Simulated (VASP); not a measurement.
A run of VASP 6.6.1 is set up as follows.

File INCAR:

```
SYSTEM = ZnS
  PREC = Accurate
  ENCUT = 520
  EDIFF = 1E-6
  ISMEAR = 0
  SIGMA = 0.01
  LREAL = .False.
  LASPH = .True.
  NELM = 100
  ALGO = Normal
  ISIF = 2
  LWAVE = .False.
  LCHARG = .False.
  GGA = PS
  NBANDS = 46
```

Contents of KPOINTS:

```
Automatic mesh
0
Gamma
  5 5 2
  0 0 0
```

POSCAR

```
ZnS
1.0
    1.9370190000      3.3550140000      0.0000000000
   -1.9370190000      3.3550140000      0.0000000000
    0.0000000000      0.0000000000     12.6561380000
Zn S
4 4
Direct
    0.0000000000      0.0000000000      0.0000000000
    0.0000000000      0.0000000000      0.5000000000
    0.3333300000      0.3333400000      0.2500000000
    0.6666600000      0.6666700000      0.7500000000
    0.0000000000      0.0000000000      0.1875000000
    0.0000000000      0.0000000000      0.6875000000
    0.3333300000      0.3333400000      0.4375000000
    0.6666600000      0.6666700000      0.9375000000
```

Potentials or basis: VASP PAW PBE potentials, release 64 (Zn, S).

Run with:

```sh
$ cat potpaw_PBE.64/Zn/POTCAR potpaw_PBE.64/S/POTCAR > POTCAR
$ mpirun -np 1 vasp_std > vasp.out
```

Q: What does it give for the largest force?

A: 0.025 eV/Å.

Q: Predict the pressure.

A: -4.4 GPa.

Forces in eV/Å, atoms in the order of the input:
```
Zn   0.000  0.000  0.004
Zn   0.000  0.000  0.004
Zn   0.000  0.000 -0.005
Zn   0.000  0.000 -0.005
S    0.000  0.000 -0.024
S    0.000  0.000 -0.024
S    0.000  0.000  0.025
S    0.000  0.000  0.025
```

Caveat: the PAW data sets were made with another functional, which shifts forces and pressure a little.
